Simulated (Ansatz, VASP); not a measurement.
Zr2BN3: VASP beside Ansatz

```
CELL_PARAMETERS angstrom
3.30444 0.00000 0.00000
0.00000 1.50860 6.57803
0.00000 -1.50860 6.57803
ATOMIC_POSITIONS crystal
Zr 0.50000 0.50633 0.50633
Zr 0.00000 0.20086 0.20086
B 0.50000 0.79000 0.79000
N 0.50000 0.33330 0.33330
N 0.50000 0.67382 0.67382
N 0.00000 0.02058 0.02058
```

Change from the starting cell: the structure that the rattled cell fell into.

Alike in both runs: functional PBE; k mesh 6 × 6 × 6; occupations gaussian, width 0.1 eV; no spin polarisation.

Ansatz relaxed the structure, and its values are those at the end. VASP's run is a single point on that final structure, the one shown.

```csv
,VASP,Ansatz
version,VASP 6.6.1,Ansatz 0.2.0
potentials or method,"VASP PAW PBE potentials, release 64 (Zr_sv, B, N), cutoff 520 eV","scalar-relativistic, plane waves, PAW"
valence electrons in the cell,42,42
```

```csv
,VASP,Ansatz,Ansatz less VASP
gap on the k mesh at the Fermi level (eV),none,none,-
pressure (GPa),0.1,-0.2,-0.23
rms of the force components (eV/Å),0.023,0.012,-0.0109
```

A gap of «none» marks a metal or a gap that the smearing closes.
